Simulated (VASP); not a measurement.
# BaS (Fm-3m) in VASP: notebook

The runs below take BaS through single point, relaxation of cell and atoms, with PBEsol.

Everything below comes from runs of VASP 6.6.1. Logs are shortened: lines on timing, memory, paths and dates and some standing lists are left out, and cuts for length are marked.

### Step 1. The cell of the first run

It takes space group Fm-3m (No. 225, cubic). The conventional cell has a = 6.249 Å, b = 6.249 Å, c = 6.249 Å, α = 90.00°, β = 90.00°, γ = 90.00°. Ba (site symmetry m-3m) has 6 S at 3.12 Å within 4.1 Å. Within 4.1 Å of S (site symmetry m-3m) lie 6 Ba at 3.12 Å.

### Step 2. Single point, PBEsol

Input file INCAR:

```
PREC = Accurate
ENCUT = 520
EDIFF = 1E-7
ISMEAR = 0
SIGMA = 0.01
LREAL = F
LASPH = T
NELM = 60
ALGO = Normal
ISIF = 2
LWAVE = F
LCHARG = T
GGA = PS
LELF = T
LVHAR = T
NBANDS = 15
```

Input file KPOINTS:

```
Automatic mesh
0
Gamma
  8 8 8
```

Input file POSCAR:

```
BaS
1.0
    0.0000000000      3.1246797479      3.1246797479
    3.1246797479      0.0000000000      3.1246797479
    3.1246797479      3.1246797479      0.0000000000
Ba S
1 1
Direct
    0.0000000000      0.0000000000      0.0000000000
    0.5000000000      0.5000000000      0.5000000000
```

Potentials or basis: VASP PAW PBE potentials, release 64 (Ba_sv, S).

The run is started by

```
cat potpaw_PBE.64/Ba_sv/POTCAR potpaw_PBE.64/S/POTCAR > POTCAR
mpirun -np 1 vasp_std > vasp.out
```

OUTCAR:

```text
PREC = Accurate
   ENCUT = 520
   EDIFF = 1E-7
   ISMEAR = 0
   LREAL = F
   LASPH = T
   NELM = 60
   ISIF = 2
   GGA = PS

 ion  position               nearest neighbor table
   1  0.000  0.000  0.000-   2 3.12   2 3.12   2 3.12   2 3.12   2 3.12   2 3.12
   2  0.500  0.500  0.500-   1 3.12   1 3.12   1 3.12   1 3.12   1 3.12   1 3.12

  LATTYP: Found a face centered cubic cell.
 ALAT       =     6.2493594958

  Lattice vectors:

 A1 = (   0.0000000000,   3.1246797479,   3.1246797479)
 A2 = (   3.1246797479,   0.0000000000,   3.1246797479)
 A3 = (   3.1246797479,   3.1246797479,   0.0000000000)

Analysis of symmetry for initial positions (statically):
=====================================================================
 Subroutine PRICEL returns:
 Original cell was already a primitive cell.

 Routine SETGRP: Setting up the symmetry group for a
 face centered cubic supercell.

 Subroutine GETGRP returns: Found 48 space group operations
 (whereof 48 operations were pure point group operations)
 out of a pool of 48 trial point group operations.

The static configuration has the point symmetry O_h .

Analysis of symmetry for dynamics (positions and initial velocities):
=====================================================================
 Subroutine PRICEL returns:
 Original cell was already a primitive cell.

 Routine SETGRP: Setting up the symmetry group for a
 face centered cubic supercell.

 Subroutine GETGRP returns: Found 48 space group operations
 (whereof 48 operations were pure point group operations)
 out of a pool of 48 trial point group operations.

The dynamic configuration has the point symmetry O_h .

 Subroutine INISYM returns: Found 48 space group operations
 (whereof 48 operations are pure point group operations),
 and found     1 'primitive' translations

----------------------------------------------------------------------------------------

                                     Primitive cell

  volume of cell :      61.0164

  direct lattice vectors                    reciprocal lattice vectors
     0.000000000  3.124679748  3.124679748    -0.160016399  0.160016399  0.160016399
     3.124679748  0.000000000  3.124679748     0.160016399 -0.160016399  0.160016399
     3.124679748  3.124679748  0.000000000     0.160016399  0.160016399 -0.160016399

  length of vectors
     4.418964478  4.418964478  4.418964478     0.277156532  0.277156532  0.277156532

  position of ions in fractional coordinates (direct lattice)
     0.000000000  0.000000000  0.000000000
     0.500000000  0.500000000  0.500000000

  ion indices of the primitive-cell ions
   primitive index   ion index
                 1           1
                 2           2

----------------------------------------------------------------------------------------

 KPOINTS: Automatic mesh

Automatic generation of k-mesh.
 Grid dimensions read from file:
 generate k-points for:    8    8    8

 Generating k-lattice:

  Cartesian coordinates                     Fractional coordinates (reciprocal lattice)
    -0.020002050  0.020002050  0.020002050     0.125000000  0.000000000  0.000000000
     0.020002050 -0.020002050  0.020002050     0.000000000  0.125000000  0.000000000
     0.020002050  0.020002050 -0.020002050     0.000000000  0.000000000  0.125000000

  Length of vectors
     0.034644567  0.034644567  0.034644567

  Shift w.r.t. Gamma in fractional coordinates (k-lattice)
     0.000000000  0.000000000  0.000000000

 Subroutine IBZKPT returns following result:
 ===========================================

 Found     29 irreducible k-points:

 Following reciprocal coordinates:
            Coordinates               Weight
  0.000000  0.000000  0.000000      1.000000
  0.125000  0.000000  0.000000      8.000000
  0.250000  0.000000  0.000000      8.000000
  0.375000  0.000000  0.000000      8.000000
  0.500000  0.000000  0.000000      4.000000
  0.125000  0.125000  0.000000      6.000000
[... 16 lines left out ...]
  0.500000  0.250000  0.125000     48.000000
 -0.375000  0.250000  0.125000     24.000000
 [... further k-points ...]
   k-points           NKPTS =     29   k-points in BZ     NKDIM =     29   number of bands    NBANDS=     15
   number of dos      NEDOS =    301   number of ions     NIONS =      2
   total plane-waves  NPLWV =  46656
   dimension x,y,z NGX =    36 NGY =   36 NGZ =   36
   dimension x,y,z NGXF=    72 NGYF=   72 NGZF=   72
   ions per type =               1   1
   NGX,Y,Z   is equivalent  to a cutoff of  13.54, 13.54, 13.54 a.u.
   NGXF,Y,Z  is equivalent  to a cutoff of  27.09, 27.09, 27.09 a.u.
 SYSTEM =  unknown system
   PREC   = accura    normal or accurate (medium, high low for compatibility)
   ISTART =      0    job   : 0-new  1-cont  2-samecut
   ICHARG =      2    charge: 1-file 2-atom 10-const
   ISPIN  =      1    spin polarized calculation?
   LNONCOLLINEAR =      F non collinear calculations
   LSORBIT =      F    spin-orbit coupling
   LASPH  =      T    aspherical Exc in radial PAW
   ENCUT  =  520.0 eV  38.22 Ry    6.18 a.u.   8.22  8.22  8.22*2*pi/ulx,y,z
   NELM   =     60;   NELMIN=  2; NELMDL= -5     # of ELM steps
   EDIFF  = 0.1E-06   stopping-criterion for ELM
   LREAL  =      F    real-space projection
   EDIFFG = 0.1E-05   stopping-criterion for IOM
   NSW    =      0    number of steps for IOM
   IBRION =     -1    ionic relax: 0-MD 1-quasi-New 2-CG
   NFREE  =      0    steps in history (QN), initial steepest desc. (CG)
   ISIF   =      2    stress and relaxation
   ISYM   =      2    0-nonsym 1-usesym 2-fastsym
   POTIM  = 0.5000    time-step for ionic-motion
   TEBEG  =    0.0;   TEEND  =   0.0 temperature during run
   PSTRESS=    0.0 pullay stress
   NELECT =      16.0000    total number of electrons
   NUPDOWN=      -1.0000    fix difference up-down
   EMIN   =  10.00;   EMAX   =-10.00  energy-range for DOS
   EFERMI =   0.00;   METHOD = LEGACY
   ISMEAR =     0;   SIGMA  =   0.01  broadening in eV -4-tet -1-fermi 0-gaus
   EFERMI_NEDOS =   21; number of points for ismear=-14 and -15
   IALGO  =     38    algorithm
   IMIX   =      4    mixing-type and parameters
     AMIX     =   0.40;   BMIX     =  1.00
     AMIX_MAG =   1.60;   BMIX_MAG =  1.00
  volume/ion in A,a.u.               =      30.51       205.88
  Fermi-wavevector in a.u.,A,eV,Ry     =   1.047850  1.980150 14.939069  1.097991
  Thomas-Fermi vector in A             =   2.182748
   LORBIT       =      0    0 simple, 1 ext, 2 COOP (PROOUT), +10 PAW based schemes
   GGA     = PS    functional components
   LHFCALC =     F    Hartree Fock is set to
   AEXX    =    0.0000 exact exchange contribution
   IVDW    =     0    specifies the selected vdW correction
   LEPSILON=     F    determine dielectric tensor
   LRPA    =     F    only Hartree local field effects (RPA)
 non-spin polarized calculation
 Gauss-broadening in eV      SIGMA  =   0.01
  energy-cutoff  :      520.00
  volume of cell :       61.02
 maximum number of plane-waves:      1676
 NGX is ok and might be reduce to    36
   NGX = 17   NGY = 17   NGZ = 17

 number of electron      15.9999998 magnetization

 Free energy of the ion-electron system (eV)
  ---------------------------------------------------
  ext. energy  EPLUGINS =         0.00000000
  ---------------------------------------------------
  free energy    TOTEN  =       -10.69098744 eV

  energy without entropy =      -10.69098744  energy(sigma->0) =      -10.69098744

 E-fermi :   1.7498     XC(G=0):  -9.1000

 val. band max:        1.6984120266   @ k =   0.0000   0.0000   0.0000
 cond. band min:       3.5495709385   @ k =   0.5000   0.5000   0.0000
 fundamental gap:      1.8511589119
 Fermi energy:         1.7498329122

 k-point     1 :       0.0000    0.0000    0.0000
  band No.  band energies     occupation
      1     -24.1433      2.00000
      2      -9.1756      2.00000
      3      -9.1756      2.00000
      4      -9.1756      2.00000
      5      -8.7597      2.00000
      6       1.6984      2.00000
      7       1.6984      2.00000
      8       1.6984      2.00000
      9       5.4316      0.00000
     10       5.4742      0.00000
     11       5.4742      0.00000
     12       5.4742      0.00000
     13       6.5011      0.00000
     14       6.5011      0.00000
     15      10.3104      0.00000

 k-point     2 :       0.1250    0.0000    0.0000
  band No.  band energies     occupation
      1     -24.1340      2.00000
      2      -9.6497      2.00000
      3      -9.1826      2.00000
      4      -9.1826      2.00000
      5      -8.2726      2.00000
      6       1.2423      2.00000
      7       1.4513      2.00000
      8       1.4513      2.00000
      9       5.4883      0.00000
     10       5.7289      0.00000
     11       5.7289      0.00000
     12       6.0646      0.00000
     13       7.0136      0.00000
     14       7.0136      0.00000
     15      10.9974      0.00000

 k-point     3 :       0.2500    0.0000    0.0000
  band No.  band energies     occupation
      1     -24.1115      2.00000
      2     -10.1801      2.00000
      3      -9.1994      2.00000
      4      -9.1994      2.00000
      5      -7.7079      2.00000
      6       0.4248      2.00000
      7       0.9734      2.00000
      8       0.9734      2.00000
      9       5.7333      0.00000
     10       6.4419      0.00000
     11       6.4419      0.00000
     12       7.3245      0.00000
     13       8.2819      0.00000
     14       8.2819      0.00000
     15      12.4879      0.00000
[... 343 lines left out ...]
 k-point    23 :       0.5000    0.2500    0.1250
  band No.  band energies     occupation
      1     -24.0773      2.00000
      2     -10.3550      2.00000
      3      -9.4188      2.00000
      4      -9.2808      2.00000
      5      -7.5870      2.00000
      6       0.1003      2.00000
      7       0.6676      2.00000
      8       1.1257      2.00000
      9       5.4834      0.00000
     10       7.4446      0.00000
     11       7.9962      0.00000
     12       8.2185      0.00000
     13       9.4384      0.00000
     14      10.8003      0.00000
     15      11.5341      0.00000

 k-point    24 :      -0.3750    0.2500    0.1250
  band No.  band energies     occupation
      1     -24.0698      2.00000
      2     -10.4138      2.00000
      3      -9.4312      2.00000
      4      -9.3135      2.00000
      5      -7.5424      2.00000
      6       0.0656      2.00000
      7       0.7418      2.00000
      8       0.8526      2.00000
      9       6.3708      0.00000
     10       6.5892      0.00000
     11       8.5829      0.00000
     12       8.8892      0.00000
     13       9.8654      0.00000
     14      10.7763      0.00000
     15      11.5943      0.00000

 [... further k-points ...]
[... 5 lines left out ...]
  --------------------------------------------------------------------------------------
  -------------------------------------------------------------------------------------
  Total        1.0633437      1.0633437      1.0633437      0.0000000      0.0000000     -0.0000000
  in kB       27.9214330     27.9214330     27.9214330      0.0000000      0.0000000     -0.0000000
  external PRESSURE =      27.9214330 kB  Pullay stress =       0.0000000 kB

 VOLUME and BASIS-vectors are now :
 -----------------------------------------------------------------------------
  energy-cutoff  :      520.00
  volume of cell :       61.02
      direct lattice vectors                 reciprocal lattice vectors
     0.000000000  3.124679748  3.124679748    -0.160016399  0.160016399  0.160016399
     3.124679748  0.000000000  3.124679748     0.160016399 -0.160016399  0.160016399
     3.124679748  3.124679748  0.000000000     0.160016399  0.160016399 -0.160016399

 POSITION                                       TOTAL-FORCE (eV/Angst)
 -----------------------------------------------------------------------------------
      0.00000      0.00000      0.00000        -0.000000      0.000000      0.000000
      3.12468      3.12468      3.12468         0.000000     -0.000000     -0.000000
 -----------------------------------------------------------------------------------
    total drift:                                0.000000      0.000000      0.000000

  FREE ENERGIE OF THE ION-ELECTRON SYSTEM (eV)
  ---------------------------------------------------
  free  energy   TOTEN  =       -10.6909874448 eV

  energy  without entropy=      -10.6909874448  energy(sigma->0) =      -10.69098744
```

Wall time 29 s (1 thread of AMD EPYC 7R43 (Zen 3), shared host); peak memory 0.18 GiB.

Results:

| Quantity | Value |
| --- | --- |
| Free energy | -10.6910 eV |
| Pressure | 2.8 GPa |
| Band gap on the k mesh | 1.85 eV, indirect (least direct gap 1.95 eV) |

Levels at points of the mesh, in eV from the valence-band top:
| k point | band 5 | band 6 | band 7 | band 8 | band 9 | band 10 | band 11 | band 12 |
| --- | --- | --- | --- | --- | --- | --- | --- | --- |
| (0.00, 0.00, 0.00) | -10.46 | 0.00 | 0.00 | 0.00 | 3.73 | 3.78 | 3.78 | 3.78 |
| (0.50, 0.00, 0.00) | -8.86 | -2.15 | -1.24 | -1.24 | 5.69 | 5.72 | 6.51 | 6.51 |
| (0.50, 0.50, 0.00) | -10.38 | -0.45 | -0.10 | -0.10 | 1.85 | 6.06 | 6.33 | 7.84 |

Caveat: the PAW data sets were made with another functional, which shifts forces and pressure a little; spin-orbit coupling is left out, which moves the levels of the heavy elements. A k mesh can miss the band edges.

### Step 3. Single point, PBEsol

This run uses another cell than the first one, of 31.10 Å³/atom, 1.019 times its volume.

Input file INCAR:

```
PREC = Accurate
ENCUT = 520
EDIFF = 1E-6
ISMEAR = 0
SIGMA = 0.01
LREAL = F
LASPH = T
NELM = 60
ALGO = Normal
ISIF = 2
LWAVE = F
LCHARG = F
GGA = PS
NBANDS = 15
```

KPOINTS is that of step 2.

Input file POSCAR:

```
BaS
1.0
    0.0000000000      3.1446519412      3.1446519412
    3.1446519412      0.0000000000      3.1446519412
    3.1446519412      3.1446519412      0.0000000000
Ba S
1 1
Direct
    0.0000000000      0.0000000000      0.0000000000
    0.5000000000      0.5000000000      0.5000000000
```

Potentials or basis: VASP PAW PBE potentials, release 64 (Ba_sv, S).

The run is started by

```
cat potpaw_PBE.64/Ba_sv/POTCAR potpaw_PBE.64/S/POTCAR > POTCAR
mpirun -np 1 vasp_std > vasp.out
```

It took 26 s on 1 thread of AMD EPYC 7R43 (Zen 3), shared host; peak memory 0.18 GiB.

It converged, with:

| Item | Value |
| --- | --- |
| Free energy | -10.7076 eV |
| Pressure | 1.7 GPa |
| Band gap on the k mesh | 1.89 eV, indirect (least direct gap 2.00 eV) |

Levels at points of the mesh, in eV from the valence-band top:
| k point | band 4 | band 5 | band 6 | band 7 | band 8 | band 9 | band 10 | band 11 | band 12 | band 13 |
| --- | --- | --- | --- | --- | --- | --- | --- | --- | --- | --- |
| (0.00, 0.00, 0.00) | -10.93 | -10.43 | 0.00 | 0.00 | 0.00 | 3.64 | 3.78 | 3.78 | 3.78 | 4.79 |
| (0.50, 0.00, 0.00) | -10.98 | -8.93 | -2.10 | -1.20 | -1.20 | 5.62 | 5.66 | 6.43 | 6.43 | 9.01 |
| (0.50, 0.50, 0.00) | -11.17 | -10.34 | -0.48 | -0.11 | -0.11 | 1.89 | 6.02 | 6.21 | 7.73 | 7.73 |

Caveat: the PAW data sets were made with another functional, which shifts forces and pressure a little; spin-orbit coupling is left out, which moves the levels of the heavy elements. A hybrid or GW would open this gap; PBEsol tends to underestimate it.

### Step 4. Relaxation of cell and atoms, PBEsol, target pressure 1 GPa, at which the enthalpy is minimised

This run uses another cell than the first one, of 31.74 Å³/atom, 1.040 times its volume.

Input file INCAR:

```
ALGO = Normal
EDIFF = 1E-6
EDIFFG = -0.002
ENCUT = 600
GGA = PS
IBRION = 2
ISIF = 3
ISMEAR = 0
LASPH = T
LCHARG = F
LREAL = F
LWAVE = F
NELM = 80
NSW = 100
PREC = Accurate
PSTRESS = 10.0
SIGMA = 0.01
```

Input file KPOINTS:

```
k-points
0
Gamma
  8 8 8
```

Input file POSCAR:

```
BaS
1.0
    0.0000000000      3.1662959514      3.1662959514
    3.1662959514      0.0000000000      3.1662959514
    3.1662959514      3.1662959514      0.0000000000
Ba S
1 1
Direct
    0.0000000000      0.0000000000      0.0000000000
    0.5000000000      0.5000000000      0.5000000000
```

The run is started by

```
cat potpaw_PBE.64/Ba_sv/POTCAR potpaw_PBE.64/S/POTCAR > POTCAR
mpirun -np 1 vasp_std > vasp.out
```

Run time: 46 s. Hardware: 1 thread of AMD EPYC 7R43 (Zen 3), shared host; peak memory 0.18 GiB.

The run converged. Its results:

```
Free energy                                            : -10.7154 eV
Relaxed volume                                         : 31.54 Å³/atom
Relaxed cell                                           : a = 4.468 Å, b = 4.468 Å, c = 4.468 Å, α = 60.00°, β = 60.00°, γ = 60.00°
Space group after relaxing (to 0.05 Å)                 : Fm-3m (No. 225)
Energy change on relaxing (the enthalpy is what falls) : +1.1 meV/atom
Ionic steps                                            : 3
Pressure after relaxing                                : 1.0 GPa
Band gap on the k mesh                                 : 1.92 eV, indirect (least direct gap 2.04 eV)
```

The path:
```csv
step,energy change (eV),largest force (eV/Å),pressure (GPa),volume (Å³)
1,0.0000,0.0000,0.68,63.49
2,0.0033,0.0000,1.14,62.90
3,0.0021,0.0000,1.00,63.08
```

Final structure:
```
Ba S
1.0
     0.00000    3.15949    3.15949
     3.15949    0.00000    3.15949
     3.15949    3.15949    0.00000
Ba S
1 1
Direct
  0.00000 0.00000 0.00000
  0.50000 0.50000 0.50000
```

Levels at points of the mesh, in eV from the valence-band top:
| k point | band 5 | band 6 | band 7 | band 8 | band 9 | band 10 | band 11 | band 12 |
| --- | --- | --- | --- | --- | --- | --- | --- | --- |
| (0.00, 0.00, 0.00) | -10.40 | 0.00 | 0.00 | 0.00 | 3.57 | 3.78 | 3.78 | 3.78 |
| (0.50, 0.00, 0.00) | -8.98 | -2.07 | -1.17 | -1.17 | 5.58 | 5.62 | 6.38 | 6.38 |
| (0.50, 0.50, 0.00) | -10.31 | -0.50 | -0.12 | -0.12 | 1.92 | 5.98 | 6.12 | 7.66 |

Caveat: the cell is relaxed towards a set pressure, so the enthalpy falls and the energy may rise; the PAW data sets were made with another functional, which shifts forces and pressure a little; spin-orbit coupling is left out, which moves the levels of the heavy elements.

[end of part 1 of 2]
